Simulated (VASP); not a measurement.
# Ga: single point with PBEsol

Ga:

```
Ga
1.0
    -1.65462    1.65462    1.65462
     1.65462   -1.65462    1.65462
     1.65462    1.65462   -1.65462
Ga
1
Direct
  0.00000 0.00000 0.00000
```

```json
{
 "Program": "VASP 6.6.1",
 "Task": "single point",
 "Functional": "PBEsol",
 "Potentials or basis": "VASP PAW PBE potentials, release 64 (Ga_d)",
 "Cutoff": "520 eV",
 "k mesh": "14 × 14 × 14",
 "Occupations": "fermi-dirac, width 0.136057 eV",
 "Spin": "no spin polarisation"
}
```

The pressure is -0.6 GPa.

Levels at points of the mesh, in eV from the Fermi level:
| k point | band 2 | band 3 | band 4 | band 5 | band 6 | band 7 | band 8 | band 9 | band 10 | band 11 |
| --- | --- | --- | --- | --- | --- | --- | --- | --- | --- | --- |
| (0.00, 0.00, 0.00) | -14.89 | -14.89 | -14.68 | -14.68 | -11.35 | 13.07 | 13.07 | 13.07 | 17.60 | 17.60 |
| (0.50, 0.00, 0.00) | -14.97 | -14.70 | -14.68 | -14.56 | -4.49 | -3.91 | 7.26 | 9.29 | 11.68 | 12.14 |
| (0.50, 0.50, 0.50) | -15.01 | -14.59 | -14.59 | -14.59 | 1.63 | 1.63 | 1.63 | 1.80 | 5.82 | 5.82 |

It took 5.2 s on 1 thread of Intel(R) Xeon(R) 6975P-C (Granite Rapids), on a shared host, peak memory 0.14 GiB.

Caveat: the PAW data sets were made with another functional, which shifts forces and pressure a little.
